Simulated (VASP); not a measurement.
SnTe, 2 atoms in the cell. It takes space group I4/mmm (No. 139, tetragonal). Conventional cell: a = 4.419 Å, b = 4.419 Å, c = 6.313 Å, α = 90.00°, β = 90.00°, γ = 90.00°. Within 4.1 Å of Sn (site symmetry 4/mmm) lie 6 Te at 3.12 to 3.16 Å. Te (site symmetry 4/mmm) has 6 Sn at 3.12 to 3.16 Å within 4.1 Å.  This cell differs from its parent crystal: equal xx and yy strain of -1 %.

| Quantity | Value |
| --- | --- |
| Program | VASP 6.6.1 |
| Task | single point |
| Functional | PBEsol |
| Potentials or basis | VASP PAW PBE potentials, release 64 (Sn_d, Te) |
| Cutoff | 520 eV |
| k mesh | 11 × 11 × 11 |
| Occupations | fermi-dirac, width 0.08 eV |
| Spin | no spin polarisation |
| Dipole correction | no |
| Further INCAR settings | ALGO = Normal; EDIFF = 1e-07; NBANDS = 17 |

Potentials or basis: VASP PAW PBE potentials, release 64 (Sn_d, Te).

Command:

```console
$ cat potpaw_PBE.64/Sn_d/POTCAR potpaw_PBE.64/Te/POTCAR > POTCAR
$ mpirun -np 1 vasp_std > vasp.out
```

Hardware: 1 thread of Intel(R) Xeon(R) Platinum 8259CL CPU @ 2.50GHz (Skylake/Cascade Lake), with other jobs on the host.

Estimate the wall time of this run.

It took 99 s on 1 thread of Intel(R) Xeon(R) Platinum 8259CL CPU @ 2.50GHz (Skylake/Cascade Lake), with other jobs on the host, peak memory 0.3 GiB. Counts: scf iterations 14, k points 126.
